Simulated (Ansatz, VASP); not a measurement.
## InP in VASP and in Ansatz

```
In P
1.0
     0.00000    2.93930    2.93930
     2.93930    0.00000    2.93930
     2.93930    2.93930    0.00000
In P
1 1
Direct
  0.00000 0.00000 0.00000
  0.75000 0.75000 0.75000
```

Alike in both runs: functional PBEsol; k mesh 14 × 14 × 14; occupations fermi-dirac, width 0.08 eV; no spin polarisation.

Ansatz relaxed the structure, and its values are those at the end. VASP's run is a single point on that final structure, the one shown.

|  | VASP | Ansatz |
| --- | --- | --- |
| version | VASP 6.6.1 | Ansatz 0.2.0 |
| potentials or method | VASP PAW PBE potentials, release 64 (In_d, P) | PAW with Ansatz's default frozen-core files, scalar-relativistic |
| plane-wave cutoff (eV) | 520 | 420 |
| valence electrons in the cell | 18 | 18 |

```tsv
	VASP	Ansatz	Ansatz less VASP
pressure (GPa)	0.0	0.0	+0.02
```

VASP's potentials were made for PBE, not for PBEsol.
